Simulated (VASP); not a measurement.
# ZnS (P1) in VASP: single point with PBE

Aim: the single point of ZnS with PBE.

All numbers are computed with VASP 6.6.1; they aren't measurements. Logs are shortened: lines on timing, memory, paths and dates and some standing lists are left out, and cuts for length are marked.

### Step 1. The cell of the first run

The typed cell holds 8 atoms: a = 3.847 Å, b = 3.847 Å, c = 12.590 Å, α = 90.00°, β = 90.00°, γ = 120.00°.

### Step 2. Single point, PBE (atom 5 (S) moved -0.100 Å along Cartesian [1 -1 0])

File INCAR:

```
SYSTEM = ZnS
ALGO = Normal
EDIFF = 1E-6
ENCUT = 520
GGA = PE
ISIF = 2
ISMEAR = 0
LASPH = .True.
LCHARG = .True.
LELF = .True.
LREAL = .False.
LVHAR = .True.
LWAVE = .False.
NBANDS = 46
NELM = 80
PREC = Accurate
SIGMA = 0.05
```

File KPOINTS:

```
k-points
0
Gamma
  12 12 2
  0 0 0
```

File POSCAR:

```
ZnS
1.0
    3.8467234448      0.0000000000      0.0000000000
   -1.9233617224      3.3313602246      0.0000000000
    0.0000000000      0.0000000000     12.5902250307
Zn S
4 4
Direct
    0.0000000000      0.0000000000      0.0000503469
    0.0000000000      0.0000000000      0.5000503469
    0.3333333333      0.6666666667      0.2500245139
    0.6666666667      0.3333333333      0.7500245139
   -0.0077691702      0.0212257677      0.1872896977
    0.0000000000      0.0000000000      0.6872896977
    0.3333333333      0.6666666667      0.4376354415
    0.6666666667      0.3333333333      0.9376354415
```

Potentials or basis: VASP PAW PBE potentials, release 64 (Zn, S).

Command:

```bash
> cat potpaw_PBE.64/Zn/POTCAR potpaw_PBE.64/S/POTCAR > POTCAR
> mpirun -np 1 vasp_std > vasp.out
```

OUTCAR:

```text
SYSTEM = ZnS
   EDIFF = 1E-6
   ENCUT = 520
   GGA = PE
   ISIF = 2
   ISMEAR = 0
   LASPH = .True.
   LREAL = .False.
   NELM = 80
   PREC = Accurate

 ion  position               nearest neighbor table
   1  0.000  0.000  0.000-   8 2.36   8 2.36   8 2.36   5 2.36
   2  0.000  0.000  0.500-   7 2.36   7 2.36   7 2.36   6 2.36
   3  0.333  0.667  0.250-   5 2.29   5 2.33   7 2.36   5 2.45
   4  0.667  0.333  0.750-   6 2.36   6 2.36   6 2.36   8 2.36
   5  0.992  0.021  0.187-   3 2.29   3 2.33   1 2.36   3 2.45
   6  0.000  0.000  0.687-   4 2.36   4 2.36   4 2.36   2 2.36
   7  0.333  0.667  0.438-   2 2.36   2 2.36   2 2.36   3 2.36
   8  0.667  0.333  0.938-   1 2.36   1 2.36   1 2.36   4 2.36

  LATTYP: Found a hexagonal cell.
 ALAT       =     3.8467234448
 C/A-ratio  =     3.2729737948

  Lattice vectors:

 A1 = (   3.8467234448,   0.0000000000,   0.0000000000)
 A2 = (  -1.9233617224,   3.3313602246,   0.0000000000)
 A3 = (   0.0000000000,   0.0000000000,  12.5902250307)

Analysis of symmetry for initial positions (statically):
=====================================================================
 Subroutine PRICEL returns:
 Original cell was already a primitive cell.

 Routine SETGRP: Setting up the symmetry group for a
 hexagonal supercell.

 Subroutine GETGRP returns: Found  1 space group operations
 (whereof  1 operations were pure point group operations)
 out of a pool of 24 trial point group operations.

The static configuration has the point symmetry C_1 .

Analysis of symmetry for dynamics (positions and initial velocities):
=====================================================================
 Subroutine PRICEL returns:
 Original cell was already a primitive cell.

 Routine SETGRP: Setting up the symmetry group for a
 hexagonal supercell.

 Subroutine GETGRP returns: Found  1 space group operations
 (whereof  1 operations were pure point group operations)
 out of a pool of 24 trial point group operations.

The dynamic configuration has the point symmetry C_1 .

 Subroutine INISYM returns: Found  1 space group operations
 (whereof  1 operations are pure point group operations),
 and found     1 'primitive' translations

----------------------------------------------------------------------------------------

                                     Primitive cell

  volume of cell :     161.3415

  direct lattice vectors                    reciprocal lattice vectors
     3.846723445  0.000000000  0.000000000     0.259961501  0.150088842  0.000000000
    -1.923361722  3.331360225  0.000000000     0.000000000  0.300177685  0.000000000
     0.000000000  0.000000000 12.590225031     0.000000000  0.000000000  0.079426698

  length of vectors
     3.846723445  3.846723445 12.590225031     0.300177685  0.300177685  0.079426698

  position of ions in fractional coordinates (direct lattice)
     0.000000000  0.000000000  0.000050347
     0.000000000  0.000000000  0.500050347
     0.333333333  0.666666667  0.250024514
     0.666666667  0.333333333  0.750024514
     0.992230830  0.021225768  0.187289698
     0.000000000  0.000000000  0.687289698
     0.333333333  0.666666667  0.437635441
     0.666666667  0.333333333  0.937635441

  ion indices of the primitive-cell ions
   primitive index   ion index
                 1           1
                 2           2
                 3           3
                 4           4
                 5           5
                 6           6
                 7           7
                 8           8

----------------------------------------------------------------------------------------

 KPOINTS: k-points

Automatic generation of k-mesh.
 Grid dimensions read from file:
 generate k-points for:   12   12    2

 Generating k-lattice:

  Cartesian coordinates                     Fractional coordinates (reciprocal lattice)
     0.021663458  0.012507404  0.000000000     0.083333333  0.000000000  0.000000000
     0.000000000  0.025014807  0.000000000     0.000000000  0.083333333  0.000000000
     0.000000000  0.000000000  0.039713349     0.000000000  0.000000000  0.500000000

  Length of vectors
     0.025014807  0.025014807  0.039713349

  Shift w.r.t. Gamma in fractional coordinates (k-lattice)
     0.000000000  0.000000000  0.000000000

 Subroutine IBZKPT returns following result:
 ===========================================

 Found    148 irreducible k-points:

 Following reciprocal coordinates:
            Coordinates               Weight
  0.000000  0.000000  0.000000      1.000000
  0.083333  0.000000  0.000000      2.000000
  0.000000  0.083333  0.000000      2.000000
 -0.083333  0.083333  0.000000      2.000000
  0.166667  0.000000  0.000000      2.000000
  0.000000  0.166667  0.000000      2.000000
[... 16 lines left out ...]
  0.166667  0.083333  0.000000      2.000000
 -0.083333  0.250000  0.000000      2.000000
 [... further k-points ...]
   k-points           NKPTS =    148   k-points in BZ     NKDIM =    148   number of bands    NBANDS=     46
   number of dos      NEDOS =    301   number of ions     NIONS =      8
   total plane-waves  NPLWV =  86400
   dimension x,y,z NGX =    30 NGY =   30 NGZ =   96
   dimension x,y,z NGXF=    60 NGYF=   60 NGZF=  192
   ions per type =               4   4
   NGX,Y,Z   is equivalent  to a cutoff of  12.97, 12.97, 12.68 a.u.
   NGXF,Y,Z  is equivalent  to a cutoff of  25.93, 25.93, 25.35 a.u.
 SYSTEM =  ZnS
   PREC   = accura    normal or accurate (medium, high low for compatibility)
   ISTART =      0    job   : 0-new  1-cont  2-samecut
   ICHARG =      2    charge: 1-file 2-atom 10-const
   ISPIN  =      1    spin polarized calculation?
   LNONCOLLINEAR =      F non collinear calculations
   LSORBIT =      F    spin-orbit coupling
   LASPH  =      T    aspherical Exc in radial PAW
   ENCUT  =  520.0 eV  38.22 Ry    6.18 a.u.   7.15  7.15 23.41*2*pi/ulx,y,z
   NELM   =     80;   NELMIN=  2; NELMDL= -5     # of ELM steps
   EDIFF  = 0.1E-05   stopping-criterion for ELM
   LREAL  =      F    real-space projection
[... 7 lines left out ...]
   TEBEG  =    0.0;   TEEND  =   0.0 temperature during run
   PSTRESS=    0.0 pullay stress
   NELECT =      72.0000    total number of electrons
   NUPDOWN=      -1.0000    fix difference up-down
   EMIN   =  10.00;   EMAX   =-10.00  energy-range for DOS
   EFERMI =   0.00;   METHOD = LEGACY
   ISMEAR =     0;   SIGMA  =   0.05  broadening in eV -4-tet -1-fermi 0-gaus
   EFERMI_NEDOS =   21; number of points for ismear=-14 and -15
   IALGO  =     38    algorithm
   IMIX   =      4    mixing-type and parameters
     AMIX     =   0.40;   BMIX     =  1.00
     AMIX_MAG =   1.60;   BMIX_MAG =  1.00
  volume/ion in A,a.u.               =      20.17       136.10
  Fermi-wavevector in a.u.,A,eV,Ry     =   1.251037  2.364118 21.294406  1.565095
  Thomas-Fermi vector in A             =   2.385004
   LORBIT       =      0    0 simple, 1 ext, 2 COOP (PROOUT), +10 PAW based schemes
   GGA     = PE    functional components
   LHFCALC =     F    Hartree Fock is set to
   AEXX    =    0.0000 exact exchange contribution
   IVDW    =     0    specifies the selected vdW correction
   LEPSILON=     F    determine dielectric tensor
   LRPA    =     F    only Hartree local field effects (RPA)
 non-spin polarized calculation
 Gauss-broadening in eV      SIGMA  =   0.05
  energy-cutoff  :      520.00
  volume of cell :      161.34
 maximum number of plane-waves:      4389
 NGX is ok and might be reduce to    30
   NGX = 15   NGY = 15   NGZ = 47

 number of electron      72.0000044 magnetization

 Free energy of the ion-electron system (eV)
  ---------------------------------------------------
  ext. energy  EPLUGINS =         0.00000000
  ---------------------------------------------------
  free energy    TOTEN  =       -27.37060182 eV

  energy without entropy =      -27.37060182  energy(sigma->0) =      -27.37060182

 E-fermi :   2.1639     XC(G=0):  -9.5234

 val. band max:        1.9318712116   @ k =   0.0000   0.0000   0.0000
 cond. band min:       3.9636346575   @ k =   0.0000   0.0000   0.0000
 fundamental gap:      2.0317634459
 Fermi energy:         2.1639169523

 k-point     1 :       0.0000    0.0000    0.0000
  band No.  band energies     occupation
      1     -11.0915      2.00000
      2     -10.6909      2.00000
      3     -10.6792      2.00000
      4     -10.2029      2.00000
      5      -4.3761      2.00000
      6      -4.3529      2.00000
[... 38 lines left out ...]
     45       8.6273      0.00000
     46       8.6953      0.00000

 k-point     2 :       0.0833    0.0000    0.0000
  band No.  band energies     occupation
      1     -11.0462      2.00000
      2     -10.6533      2.00000
      3     -10.6418      2.00000
      4     -10.1776      2.00000
      5      -4.3751      2.00000
      6      -4.3453      2.00000
[... 38 lines left out ...]
     45       8.5075      0.00000
     46       8.7510      0.00000

 k-point     3 :       0.0000    0.0833    0.0000
  band No.  band energies     occupation
      1     -11.0460      2.00000
      2     -10.6532      2.00000
      3     -10.6418      2.00000
      4     -10.1775      2.00000
      5      -4.3758      2.00000
      6      -4.3444      2.00000
[... 38 lines left out ...]
     45       8.5153      0.00000
     46       8.7327      0.00000

 k-point     4 :      -0.0833    0.0833    0.0000
  band No.  band energies     occupation
      1     -11.0465      2.00000
      2     -10.6541      2.00000
      3     -10.6417      2.00000
      4     -10.1778      2.00000
      5      -4.3698      2.00000
      6      -4.3477      2.00000
[... 920 lines left out ...]
     45       8.6441      0.00000
     46       8.8682      0.00000

 k-point    23 :       0.1667    0.0833    0.0000
  band No.  band energies     occupation
      1     -10.7952      2.00000
      2     -10.4511      2.00000
      3     -10.4418      2.00000
      4     -10.0509      2.00000
      5      -4.3655      2.00000
      6      -4.3313      2.00000
[... 38 lines left out ...]
     45       8.7488      0.00000
     46       8.9889      0.00000

 k-point    24 :      -0.0833    0.2500    0.0000
  band No.  band energies     occupation
      1     -10.7965      2.00000
      2     -10.4535      2.00000
      3     -10.4414      2.00000
      4     -10.0515      2.00000
      5      -4.3614      2.00000
      6      -4.3314      2.00000
[... 38 lines left out ...]
     45       8.6527      0.00000
     46       9.0302      0.00000

 [... further k-points ...]

------------------------ aborting loop because EDIFF is reached ----------------------------------------

  FORCE on cell =-STRESS in cart. coord.  units (eV):
  Direction    XX          YY          ZZ          XY          YZ          ZX
  --------------------------------------------------------------------------------------
  -------------------------------------------------------------------------------------
  Total       -0.0273541      0.5797066      0.1904718      0.2558853      0.2070688     -0.1309446
  in kB       -0.2716359      5.7566891      1.8914515      2.5410309      2.0562658     -1.3003259
  external PRESSURE =       2.4588349 kB  Pullay stress =       0.0000000 kB

 VOLUME and BASIS-vectors are now :
 -----------------------------------------------------------------------------
  energy-cutoff  :      520.00
  volume of cell :      161.34
      direct lattice vectors                 reciprocal lattice vectors
     3.846723445  0.000000000  0.000000000     0.259961501  0.150088842  0.000000000
    -1.923361722  3.331360225  0.000000000     0.000000000  0.300177685  0.000000000
     0.000000000  0.000000000 12.590225031     0.000000000  0.000000000  0.079426698

 POSITION                                       TOTAL-FORCE (eV/Angst)
 -----------------------------------------------------------------------------------
      0.00000      0.00000      0.00063        -0.014578      0.016594      0.011248
      0.00000      0.00000      6.29575        -0.001134      0.000850      0.003679
     -0.00000      2.22091      3.14786        -0.284208      0.373038      0.052237
      1.92336      1.11045      9.44298        -0.004014      0.003816      0.002549
      3.77601      0.07071      2.35802         0.349858     -0.441772     -0.061344
      0.00000      0.00000      8.65313        -0.001195      0.001248     -0.004023
     -0.00000      2.22091      5.50993        -0.016720      0.018966     -0.001249
      1.92336      1.11045     11.80504        -0.028009      0.027261     -0.003097
 -----------------------------------------------------------------------------------
    total drift:                               -0.000023      0.000007      0.000471

  FREE ENERGIE OF THE ION-ELECTRON SYSTEM (eV)
  ---------------------------------------------------
  free  energy   TOTEN  =       -27.3706018203 eV

  energy  without entropy=      -27.3706018203  energy(sigma->0) =      -27.37060182
```

Run time: 36 min. Hardware: 1 thread of Oxide Virtual Turin-like, shared host; peak memory 0.81 GiB.

What came out:

| Quantity | Value |
| --- | --- |
| Free energy | -27.3706 eV |
| Pressure | 0.2 GPa |
| Largest force | 0.567 eV/Å |
| Band gap on the k mesh | 2.03 eV |

Forces in eV/Å, atoms in the order of the input:
```
Zn  -0.015  0.017  0.011
Zn  -0.001  0.001  0.004
Zn  -0.284  0.373  0.052
Zn  -0.004  0.004  0.003
S    0.350 -0.442 -0.061
S   -0.001  0.001 -0.004
S   -0.017  0.019 -0.001
S   -0.028  0.027 -0.003
```

Caveat: the cell differs from its parent crystal (atom 5 (S) moved -0.100 Å along Cartesian [1 -1 0]).
